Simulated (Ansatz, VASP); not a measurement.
# Two plane-wave programs on Pb

```
Pb
1.0
    -1.97966    1.97966    1.97966
     1.97966   -1.97966    1.97966
     1.97966    1.97966   -1.97966
Pb
1
Direct
  0.00000 0.00000 0.00000
```

Alike in both runs: task single point; functional PBE; k mesh 9 × 9 × 9; occupations gaussian, width 0.025 eV; no spin polarisation.

|  | VASP | Ansatz |
| --- | --- | --- |
| version | VASP 6.6.1 | Ansatz 0.2.0 |
| potentials or method | VASP PAW PBE potentials, release 64 (Pb_d) | Ansatz PAW |
| plane-wave cutoff (eV) | 520 | 420 |
| valence electrons in the cell | 14 | 14 |

|  | VASP | Ansatz | Ansatz less VASP |
| --- | --- | --- | --- |
| gap on the k mesh at the Fermi level (eV) | none | none | - |
| pressure (GPa) | 0.6 | 0.7 | +0.06 |

A gap of «none» marks a metal or a gap that the smearing closes.

Neither program's run includes spin-orbit coupling.
